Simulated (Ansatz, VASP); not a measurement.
# WC in VASP and in Ansatz

INCAR

```
SYSTEM = WC
PREC = Accurate
ENCUT = 520
EDIFF = 1E-6
ISMEAR = 0
SIGMA = 0.15
LREAL = .FALSE.
LASPH = .TRUE.
NELM = 60
ALGO = Normal
ISIF = 2
LWAVE = .FALSE.
LCHARG = .FALSE.
GGA = PS
NBANDS = 16
```

Contents of KPOINTS:

```
Automatic mesh
0
G
  24 24 22
  0 0 0
```

Contents of POSCAR:

```
WC
1.0
    2.9273978030      0.0000000000      0.0000000000
   -1.4636989015      2.5100998657      0.0000000000
    0.0000000000      0.0000000000      2.8276119040
W C
1 1
Direct
    0.0000000000      0.0000000000      0.0000000000
    0.6666666667      0.3333333333      0.5000000000
```

Input for Ansatz:

```yaml
crystal:
  lattice:
    - [2.927397803, 0.0, 0.0]
    - [-1.4636989015, 2.5100998657, 0.0]
    - [0.0, 0.0, 2.827611904]
  atoms:
    - { symbol: W, position: [0.0, 0.0, 0.0] }
    - { symbol: C, position: [0.6666666667, 0.3333333333, 0.5] }
basis:
  ecutwfc: 420
kpoints:
  mp_grid: { grid: [24, 24, 22] }
hamiltonian:
  xc: pbesol
scf:
  occupations: { method: gaussian, width: 0.15 }
output:
  forces: true
  stress: true
  eigenvalues: true
  write_density: true
  write_potential: true
  elf: true
  volumetric_format: npy
```

Change from the starting cell: strain +0.0100 x Voigt [1, 0, 0, 0, 0, 0], atoms carried along.

Alike in both runs: task single point; functional PBEsol; k mesh 24 × 24 × 22; occupations gaussian, width 0.15 eV; no spin polarisation.

|  | VASP | Ansatz |
| --- | --- | --- |
| version | VASP 6.6.1 | Ansatz 0.2.0 |
| potentials or method | VASP PAW PBE potentials, release 64 (W_sv, C), cutoff 520 eV | scalar-relativistic, plane waves, PAW |
| valence electrons in the cell | 18 | 18 |

VASP gave:

- gap on the k mesh at the Fermi level (eV): none
- pressure (GPa): -2.5
- traceless stress, the component that is largest in VASP (GPa): -3.51
- rms of the force components (eV/Å): 0.032

Problem. What did Ansatz give for the same quantities?

Solution. gap on the k mesh at the Fermi level (eV): none; pressure (GPa): -3.7; traceless stress, the component that is largest in VASP (GPa): -3.39; rms of the force components (eV/Å): 0.031.

VASP's potentials were made for PBE, not for PBEsol. Atom by atom the forces differ by 0.001 eV/Å (rms over components). A gap of «none» marks a metal or a gap that the smearing closes. The functional is the same, so the differences come from potentials, cutoffs and numerics.

Neither program's run includes spin-orbit coupling.
